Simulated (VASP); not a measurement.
# GaH: relaxation of cell and atoms with PBE

GaH:

```xyz
4
Lattice="2.6086 0.0000 -0.0926 0.0000 3.8895 0.0000 -1.1605 0.0000 5.0798" Properties=species:S:1:pos:R:3 pbc="T T T"
Ga    1.3438    2.9171    1.0973
Ga    0.1044    0.9724    3.8899
H     0.1213    2.9171    4.3333
H     1.3268    0.9724    0.6539
```

The cell was generated, and may not be a known phase.

```yaml
Program: VASP 6.6.1
Task: relaxation of cell and atoms
Functional: PBE
Potentials_or_basis: VASP PAW PBE potentials, release 64 (Ga_d, H)
Cutoff: 600 eV
k_mesh: 14 × 10 × 8
Occupations: gaussian, width 0.1 eV
Spin: no spin polarisation
Dipole_correction: no
Further_INCAR_settings: ALGO = Normal; EDIFF = 1e-07; IBRION = 2; EDIFFG = -0.01; NSW = 100; ISIF = 3
```

```
Relaxed volume                        : 12.80 Å³/atom
Relaxed cell                          : a = 2.609 Å, b = 3.893 Å, c = 5.216 Å, α = 90.00°, β = 104.88°, γ = 90.00°
Space group after relaxing (to 0.1 Å) : Cmcm (No. 63)
Energy gained by relaxing             : 0.0 meV/atom
Ionic steps                           : 2
Pressure after relaxing               : 0.0 GPa
Largest force after relaxing          : 0.004 eV/Å
Band gap on the k mesh                : zero (bands 14 and 15 overlap by 1.50 eV)
```

Forces in eV/Å, atoms in the order of the input:
```
Ga   0.001  0.000  0.004
Ga  -0.001  0.000 -0.004
H    0.001  0.000  0.002
H   -0.001  0.000 -0.002
```

Stress tensor (GPa, compression positive):
```
-0.07  0.00  0.00
 0.00  0.04  0.00
 0.00  0.00  0.06
```

The path:
```tsv
step	energy change (eV)	largest force (eV/Å)	pressure (GPa)	volume (Å³)
1	0.0000	0.0267	0.11	51.12
2	-0.0002	0.0038	0.01	51.19
```

Final structure:
```cif
data_structure
_symmetry_space_group_name_H-M 'P 1'
_symmetry_Int_Tables_number 1
_cell_length_a 2.6087
_cell_length_b 3.8927
_cell_length_c 5.2158
_cell_angle_alpha 90.000
_cell_angle_beta 104.881
_cell_angle_gamma 90.000
_cell_volume 51.19
loop_
_atom_site_label
_atom_site_type_symbol
_atom_site_fract_x
_atom_site_fract_y
_atom_site_fract_z
_atom_site_occupancy
Ga1 Ga 0.61638 0.75000 0.22751 1
Ga2 Ga 0.38362 0.25000 0.77249 1
H1 H 0.42944 0.75000 0.86079 1
H2 H 0.57056 0.25000 0.13921 1
```

Levels at points of the mesh, in eV from the Fermi level:
| k point | band 11 | band 12 | band 13 | band 14 | band 15 | band 16 | band 17 | band 18 |
| --- | --- | --- | --- | --- | --- | --- | --- | --- |
| (0.00, 0.00, 0.00) | -10.99 | -5.37 | -3.25 | -1.81 | 0.05 | 4.64 | 4.73 | 6.16 |
| (0.50, 0.00, 0.00) | -7.00 | -3.27 | -1.98 | -0.85 | 1.48 | 3.21 | 4.18 | 6.77 |
| (0.00, 0.50, 0.00) | -8.48 | -8.48 | -3.33 | -3.33 | 0.30 | 0.30 | 9.94 | 9.94 |
| (0.50, 0.50, 0.00) | -4.78 | -4.78 | -1.16 | -1.16 | 0.04 | 0.04 | 4.22 | 4.22 |
| (0.00, 0.00, 0.50) | -10.47 | -7.76 | -1.61 | 0.53 | 0.91 | 2.53 | 3.38 | 5.48 |
| (0.50, 0.00, 0.50) | -7.01 | -3.27 | -1.93 | -0.80 | 1.50 | 3.06 | 4.15 | 6.68 |
| (0.00, 0.50, 0.50) | -7.96 | -7.96 | -5.29 | -5.29 | 4.87 | 4.87 | 6.66 | 6.66 |
| (0.50, 0.50, 0.50) | -4.80 | -4.80 | -1.16 | -1.16 | 0.10 | 0.10 | 4.24 | 4.24 |

It took 11 min on 1 thread of Intel Xeon 8259CL, on a shared host, peak memory 0.46 GiB.
